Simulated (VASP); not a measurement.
# SrO (P6_3/mmc) in VASP: notebook, part 3 of 3

VASP 6.6.1.

**6. Single point, LDA**

This run uses another cell than the first one, of 17.00 Å³/atom.

INCAR

```
  PREC = Accurate
  ENCUT = 520
  EDIFF = 1E-6
  ISMEAR = -1
  SIGMA = 0.05
  LREAL = F
  LASPH = T
  NELM = 100
  ALGO = Normal
  ISIF = 2
  LWAVE = F
  LCHARG = F
  GGA = CA
  NBANDS = 24
```

KPOINTS

```
regular mesh
0
Gamma
  9 9 5
```

POSCAR

```
SrO
1.0
    3.5532880902      0.0000000000      0.0000000000
   -1.7766440451      3.0772377531      0.0000000000
    0.0000000000      0.0000000000      6.2173039800
Sr O
2 2
Direct
    0.6666666667      0.3333333333      0.7500000000
    0.3333333333      0.6666666667      0.2500000000
    0.0000000000      0.0000000000      0.5000000000
    0.0000000000      0.0000000000      0.0000000000
```

Potentials or basis: VASP PAW LDA potentials, release 64 (Sr_sv, O).

Started as:

```bash
$ cat potpaw_LDA.64/Sr_sv/POTCAR potpaw_LDA.64/O/POTCAR > POTCAR
$ mpirun -np 1 vasp_std > vasp.out
```

OUTCAR:

```text
PREC = Accurate
   ENCUT = 520
   EDIFF = 1E-6
   ISMEAR = -1
   LREAL = F
   LASPH = T
   NELM = 100
   ISIF = 2
   GGA = CA

 ion  position               nearest neighbor table
   1  0.667  0.333  0.750-   3 2.57   4 2.57   3 2.57   4 2.57   3 2.57   4 2.57   2 3.72   2 3.72
                             2 3.72   2 3.72   2 3.72   2 3.72
   2  0.333  0.667  0.250-   3 2.57   4 2.57   3 2.57   4 2.57   3 2.57   4 2.57   1 3.72   1 3.72
                             1 3.72   1 3.72   1 3.72   1 3.72
   3  0.000  0.000  0.500-   1 2.57   2 2.57   1 2.57   2 2.57   1 2.57   2 2.57
   4  0.000  0.000  0.000-   1 2.57   2 2.57   1 2.57   2 2.57   1 2.57   2 2.57

  LATTYP: Found a hexagonal cell.
 ALAT       =     3.5532880902
 C/A-ratio  =     1.7497325919

  Lattice vectors:

 A1 = (   3.5532880902,   0.0000000000,   0.0000000000)
 A2 = (  -1.7766440451,   3.0772377531,   0.0000000000)
 A3 = (   0.0000000000,   0.0000000000,   6.2173039800)

Analysis of symmetry for initial positions (statically):
=====================================================================
 Subroutine PRICEL returns:
 Original cell was already a primitive cell.

 Routine SETGRP: Setting up the symmetry group for a
 hexagonal supercell.

 Subroutine GETGRP returns: Found 24 space group operations
 (whereof 12 operations were pure point group operations)
 out of a pool of 24 trial point group operations.

The static configuration has the point symmetry D_3d.
 The point group associated with its full space group is D_6h.

Analysis of symmetry for dynamics (positions and initial velocities):
=====================================================================
 Subroutine PRICEL returns:
 Original cell was already a primitive cell.

 Routine SETGRP: Setting up the symmetry group for a
 hexagonal supercell.

 Subroutine GETGRP returns: Found 24 space group operations
 (whereof 12 operations were pure point group operations)
 out of a pool of 24 trial point group operations.

The dynamic configuration has the point symmetry D_3d.
 The point group associated with its full space group is D_6h.

 Subroutine INISYM returns: Found 24 space group operations
 (whereof 12 operations are pure point group operations),
 and found     1 'primitive' translations

----------------------------------------------------------------------------------------

                                     Primitive cell

  volume of cell :      67.9819

  direct lattice vectors                    reciprocal lattice vectors
     3.553288090  0.000000000  0.000000000     0.281429475  0.162483383  0.000000000
    -1.776644045  3.077237753  0.000000000     0.000000000  0.324966766  0.000000000
     0.000000000  0.000000000  6.217303980     0.000000000  0.000000000  0.160841420

  length of vectors
     3.553288090  3.553288090  6.217303980     0.324966766  0.324966766  0.160841420

  position of ions in fractional coordinates (direct lattice)
     0.666666667  0.333333333  0.750000000
     0.333333333  0.666666667  0.250000000
     0.000000000  0.000000000  0.500000000
     0.000000000  0.000000000  0.000000000

  ion indices of the primitive-cell ions
   primitive index   ion index
                 1           1
                 2           2
                 3           3
                 4           4

----------------------------------------------------------------------------------------

 KPOINTS: regular mesh

Automatic generation of k-mesh.
 Grid dimensions read from file:
 generate k-points for:    9    9    5

 Generating k-lattice:

  Cartesian coordinates                     Fractional coordinates (reciprocal lattice)
     0.031269942  0.018053709  0.000000000     0.111111111 -0.000000000  0.000000000
     0.000000000  0.036107418  0.000000000     0.000000000  0.111111111  0.000000000
     0.000000000  0.000000000  0.032168284     0.000000000  0.000000000  0.200000000

  Length of vectors
     0.036107418  0.036107418  0.032168284

  Shift w.r.t. Gamma in fractional coordinates (k-lattice)
     0.000000000  0.000000000  0.000000000

 Subroutine IBZKPT returns following result:
 ===========================================

 Found     36 irreducible k-points:

 Following reciprocal coordinates:
            Coordinates               Weight
  0.000000  0.000000  0.000000      1.000000
  0.111111 -0.000000  0.000000      6.000000
  0.222222  0.000000  0.000000      6.000000
  0.333333  0.000000  0.000000      6.000000
  0.444444  0.000000  0.000000      6.000000
  0.111111  0.111111  0.000000      6.000000
[... 16 lines left out ...]
  0.333333  0.222222  0.200000     24.000000
  0.333333  0.333333  0.200000      4.000000
 [... further k-points ...]
   k-points           NKPTS =     36   k-points in BZ     NKDIM =     36   number of bands    NBANDS=     24
   number of dos      NEDOS =    301   number of ions     NIONS =      4
   total plane-waves  NPLWV =  37632
   dimension x,y,z NGX =    28 NGY =   28 NGZ =   48
   dimension x,y,z NGXF=    56 NGYF=   56 NGZF=   96
   ions per type =               2   2
   NGX,Y,Z   is equivalent  to a cutoff of  13.10, 13.10, 12.83 a.u.
   NGXF,Y,Z  is equivalent  to a cutoff of  26.20, 26.20, 25.67 a.u.
 SYSTEM =  unknown system
   PREC   = accura    normal or accurate (medium, high low for compatibility)
   ISTART =      0    job   : 0-new  1-cont  2-samecut
   ICHARG =      2    charge: 1-file 2-atom 10-const
   ISPIN  =      1    spin polarized calculation?
   LNONCOLLINEAR =      F non collinear calculations
   LSORBIT =      F    spin-orbit coupling
   LASPH  =      T    aspherical Exc in radial PAW
   ENCUT  =  520.0 eV  38.22 Ry    6.18 a.u.   6.61  6.61 11.56*2*pi/ulx,y,z
   NELM   =    100;   NELMIN=  2; NELMDL= -5     # of ELM steps
   EDIFF  = 0.1E-05   stopping-criterion for ELM
   LREAL  =      F    real-space projection
   EDIFFG = 0.1E-04   stopping-criterion for IOM
   NSW    =      0    number of steps for IOM
   IBRION =     -1    ionic relax: 0-MD 1-quasi-New 2-CG
   NFREE  =      0    steps in history (QN), initial steepest desc. (CG)
   ISIF   =      2    stress and relaxation
   ISYM   =      2    0-nonsym 1-usesym 2-fastsym
   POTIM  = 0.5000    time-step for ionic-motion
   TEBEG  =    0.0;   TEEND  =   0.0 temperature during run
   PSTRESS=    0.0 pullay stress
   NELECT =      32.0000    total number of electrons
   NUPDOWN=      -1.0000    fix difference up-down
   EMIN   =  10.00;   EMAX   =-10.00  energy-range for DOS
   EFERMI =   0.00;   METHOD = LEGACY
   ISMEAR =    -1;   SIGMA  =   0.05  broadening in eV -4-tet -1-fermi 0-gaus
   EFERMI_NEDOS =   21; number of points for ismear=-14 and -15
   IALGO  =     38    algorithm
   IMIX   =      4    mixing-type and parameters
     AMIX     =   0.40;   BMIX     =  1.00
     AMIX_MAG =   1.60;   BMIX_MAG =  1.00
  volume/ion in A,a.u.               =      17.00       114.69
  Fermi-wavevector in a.u.,A,eV,Ry     =   1.273484  2.406537 22.065419  1.621763
  Thomas-Fermi vector in A             =   2.406305
   LORBIT       =      0    0 simple, 1 ext, 2 COOP (PROOUT), +10 PAW based schemes
   GGA     = CA    functional components
   LHFCALC =     F    Hartree Fock is set to
   AEXX    =    0.0000 exact exchange contribution
   IVDW    =     0    specifies the selected vdW correction
   LEPSILON=     F    determine dielectric tensor
   LRPA    =     F    only Hartree local field effects (RPA)
 non-spin polarized calculation
  energy-cutoff  :      520.00
  volume of cell :       67.98
 maximum number of plane-waves:      1871
 NGX is ok and might be reduce to    28
   NGX = 13   NGY = 13   NGZ = 23

 number of electron      32.0000015 magnetization

 Free energy of the ion-electron system (eV)
  ---------------------------------------------------
  ext. energy  EPLUGINS =         0.00000000
  ---------------------------------------------------
  free energy    TOTEN  =       -26.41179714 eV

  energy without entropy =      -26.41179714  energy(sigma->0) =      -26.41179714

 E-fermi :   2.9217     XC(G=0): -10.5207

 val. band max:        1.8866349649   @ k =   0.0000   0.0000   0.0000
 cond. band min:       4.7639703005   @ k =   0.0000   0.0000   0.0000
 fundamental gap:      2.8773353357
 Fermi energy:         2.9216573959

 k-point     1 :       0.0000    0.0000    0.0000
  band No.  band energies     occupation
      1     -30.7957      2.00000
      2     -30.6828      2.00000
      3     -14.9974      2.00000
      4     -13.3391      2.00000
      5     -12.5541      2.00000
      6     -12.5541      2.00000
[... 637 lines left out ...]
     23      11.4018      0.00000
     24      11.4018      0.00000

 [... further k-points ...]
[... 5 lines left out ...]
  --------------------------------------------------------------------------------------
  -------------------------------------------------------------------------------------
  Total       -1.9830089     -1.9830089     -2.3776210      0.0000000      0.0000000      0.0000000
  in kB      -46.7349377    -46.7349377    -56.0350326      0.0000000      0.0000000      0.0000000
  external PRESSURE =     -49.8349694 kB  Pullay stress =       0.0000000 kB

 VOLUME and BASIS-vectors are now :
 -----------------------------------------------------------------------------
  energy-cutoff  :      520.00
  volume of cell :       67.98
      direct lattice vectors                 reciprocal lattice vectors
     3.553288090  0.000000000  0.000000000     0.281429475  0.162483383  0.000000000
    -1.776644045  3.077237753  0.000000000     0.000000000  0.324966766  0.000000000
     0.000000000  0.000000000  6.217303980     0.000000000  0.000000000  0.160841420

 POSITION                                       TOTAL-FORCE (eV/Angst)
 -----------------------------------------------------------------------------------
      1.77664      1.02575      4.66298        -0.000000     -0.000000      0.000000
     -0.00000      2.05149      1.55433         0.000000      0.000000      0.000000
      0.00000      0.00000      3.10865        -0.000000      0.000000      0.000000
      0.00000      0.00000      0.00000        -0.000000      0.000000      0.000000
 -----------------------------------------------------------------------------------
    total drift:                               -0.000000      0.000000     -0.000000

  FREE ENERGIE OF THE ION-ELECTRON SYSTEM (eV)
  ---------------------------------------------------
  free  energy   TOTEN  =       -26.4117971414 eV

  energy  without entropy=      -26.4117971414  energy(sigma->0) =      -26.41179714
```

It took 99 s on 1 thread of Intel Xeon 8259CL, shared host; peak memory 0.19 GiB.

Results:

- Free energy: -26.4118 eV
- Pressure: -5.0 GPa
- Band gap on the k mesh: 2.88 eV

Levels at points of the mesh, in eV from the valence-band top:
| k point | band 14 | band 15 | band 16 | band 17 | band 18 | band 19 |
| --- | --- | --- | --- | --- | --- | --- |
| (0.00, 0.00, 0.00) | -0.79 | -0.79 | 0.00 | 2.88 | 4.87 | 5.00 |

Caveat: the cell stands under tension. A k mesh can miss the band edges.

**7. The runs side by side**

| level | potentials or basis | cell | gap on the mesh (eV) | pressure (GPa) |
| --- | --- | --- | --- | --- |
| LDA | VASP PAW LDA potentials, release 64 (Sr_sv, O) | a = 3.505, b = 3.505, c = 6.133 Å, angles 90.0, 90.0, 120.0°, 4 atoms | 2.92 | -1.5 |
| PBEsol | VASP PAW PBE potentials, release 64 (Sr_sv, O) | a = 3.505, b = 3.505, c = 6.133 Å, angles 90.0, 90.0, 120.0°, 4 atoms | 2.99 | 1.9 |
| LDA | VASP PAW LDA potentials, release 64 (Sr_sv, O) | a = 3.529, b = 3.529, c = 6.176 Å, angles 90.0, 90.0, 120.0°, 4 atoms | 2.92 | -3.3 |
| PBEsol | VASP PAW PBE potentials, release 64 (Sr_sv, O) | a = 3.529, b = 3.529, c = 6.176 Å, angles 90.0, 90.0, 120.0°, 4 atoms | 2.99 | -0.1 |
| LDA | VASP PAW LDA potentials, release 64 (Sr_sv, O) | a = 3.553, b = 3.553, c = 6.217 Å, angles 90.0, 90.0, 120.0°, 4 atoms | 2.88 | -5.0 |

Alike in all rows: task single point; no spin polarisation; k mesh 9 × 9 × 5; cutoff (eV) 520; smearing fermi-dirac 0.05 eV.

Caveats: the PAW data sets were made with another functional, which shifts forces and pressure a little (at least some runs); the cell stands under tension (at least some runs).

Total energies depend on the potentials used, so only differences within one code and one set of settings carry meaning.
